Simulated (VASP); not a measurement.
Crystal: As.

```
CELL_PARAMETERS angstrom
1.80033 -5.42567 0.00000
1.80033 5.42567 0.00000
0.00000 0.00000 4.40959
ATOMIC_POSITIONS crystal
As 0.39000 0.61000 0.56000
As 0.89000 0.11000 0.94000
As 0.61000 0.39000 0.44000
As 0.11000 0.89000 0.06000
```

Base run:

```yaml
Program: VASP 6.6.1
Functional: LDA
Potentials_or_basis: VASP PAW LDA potentials, release 64 (As)
Cutoff: 520 eV
k_mesh: 8 × 8 × 6
Occupations: fermi-dirac, width 0.05 eV
Spin: no spin polarisation
```

Its results: pressure 1.6 GPa; largest force 0.309 eV/Å.

Problem. The run is repeated on the same cell with these changes: functional from LDA to r2SCAN; potentials or basis from VASP PAW LDA potentials, release 64 (As) to VASP PAW PBE potentials, release 64 (As). What comes out?

Solution. Pressure 4.9 GPa; largest force 0.178 eV/Å.

Caveats: the cell stands under pressure (at least some runs); the PAW data sets were made with another functional, which shifts forces and pressure a little (at least some runs).
